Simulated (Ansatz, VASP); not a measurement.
## MgO: VASP beside Ansatz

```
Mg O
1.0
     2.10220    2.10220    0.00000
    -2.10220    2.10220    0.00000
     0.08919    0.08919    4.20440
Mg O
2 2
Direct
  0.00000 0.00000 0.00000
  0.50000 0.50000 0.50000
  0.50000 0.50000 0.00000
  0.00000 0.00000 0.50000
```

Change from the starting cell: shear of c along a, cell held, atoms relaxed: +3.0 %.

Alike in both runs: task single point; functional r2SCAN; k mesh 8 × 8 × 6; occupations gaussian, width 0.02 eV; no spin polarisation.

```csv
,VASP,Ansatz
version,VASP 6.6.1,Ansatz 0.2.0
potentials or method,"VASP PAW PBE potentials, release 64 (Mg, O), cutoff 520 eV","scalar-relativistic, plane waves, PAW"
valence electrons in the cell,16,32
```

|  | VASP | Ansatz | Ansatz less VASP |
| --- | --- | --- | --- |
| gap on the k mesh at the Fermi level (eV) | 5.53 | 5.56 | +0.026 |
| least direct gap on the mesh (eV) | 5.53 | 5.56 | +0.026 |
| pressure (GPa) | -1.1 | 0.0 | +1.15 |
| traceless stress, the component that is largest in VASP (GPa) | -3.34 | -3.32 | +0.026 |

VASP's potentials were made for PBE, not for r2SCAN. VASP's potentials hold 16 valence electrons a cell and Ansatz's 32, so a difference there can come from the potentials and not from the codes.
